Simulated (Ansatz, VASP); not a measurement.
Two plane-wave programs on KBr

The input POSCAR:

```
KBr
1.0
    0.0550374636      3.3572852783      3.3572852783
    3.3572852783      0.0550374636      3.3572852783
    3.3572852783      3.3572852783      0.0550374636
K Br
1 1
Direct
    0.0000000000      0.0000000000      0.0000000000
    0.5000000000      0.5000000000      0.5000000000
```

Contents of INCAR.step1:

```
  PREC = Accurate
  ENCUT = 520
  EDIFF = 1E-5
  ISMEAR = 0
  SIGMA = 0.01
  LREAL = F
  LASPH = T
  NELM = 80
  ALGO = Normal
  ISIF = 2
  LWAVE = T
  LCHARG = F
  GGA = PE
  NBANDS = 15
```

INCAR.step2

```
  PREC = Accurate
  ENCUT = 520
  EDIFF = 1E-6
  ISMEAR = 0
  SIGMA = 0.01
  LREAL = F
  LASPH = T
  NELM = 80
  ALGO = Normal
  ISIF = 2
  LWAVE = F
  LCHARG = F
  GGA = PE
  LHFCALC = T
  HFSCREEN = 0.2079
  PRECFOCK = Normal
  ISTART = 1
  NBANDS = 15
```

KPOINTS

```
regular mesh
0
Gamma
  4 4 4
```

Input for Ansatz:

```yaml
crystal:
  lattice:
    - [0.0550374636, 3.3572852783, 3.3572852783]
    - [3.3572852783, 0.0550374636, 3.3572852783]
    - [3.3572852783, 3.3572852783, 0.0550374636]
  atoms:
    - { symbol: K, position: [0.0, 0.0, 0.0] }
    - { symbol: Br, position: [0.5, 0.5, 0.5] }
kpoints:
  mp_grid: { grid: [4, 4, 4] }
  band_path:
    path:
      - [0.0, 0.0, 0.0]
      - [0.5, 0.0, 0.5]
      - [0.625, 0.25, 0.625]
      - [0.375, 0.375, 0.75]
      - [0.5, 0.5, 0.5]
      - [0.5, 0.25, 0.75]
    npoints: 1
hamiltonian:
  xc: hse06
scf:
  occupations: { method: fixed }
  n_extra_bands: 4
output:
  forces: true
  stress: true
  eigenvalues: true
```

Change from the starting cell: shear_111 strain +2.5%.

Alike in both runs: task single point; functional HSE06; k mesh 4 × 4 × 4; no spin polarisation.

|  | VASP | Ansatz |
| --- | --- | --- |
| version | VASP 6.6.1 | Ansatz 0.2.0 |
| potentials or method | VASP PAW PBE potentials, release 64 (K_sv, Br) | plane waves, PAW |
| plane-wave cutoff (eV) | 520 | 420 |
| occupations | gaussian, width 0.01 eV | fixed |
| valence electrons in the cell | 16 | 16 |

Ansatz gave:

```
gap on the k mesh at the Fermi level (eV)                     : 5.50
pressure (GPa)                                                : 0.0
traceless stress, the component that is largest in VASP (GPa) : -0.09
```

Question: Estimate VASP's values.

Answer: gap on the k mesh at the Fermi level (eV): 5.50; pressure (GPa): 0.1; traceless stress, the component that is largest in VASP (GPa): -0.09.

Ansatz's warnings: stress exchange threshold loose, stress scf threshold loose.
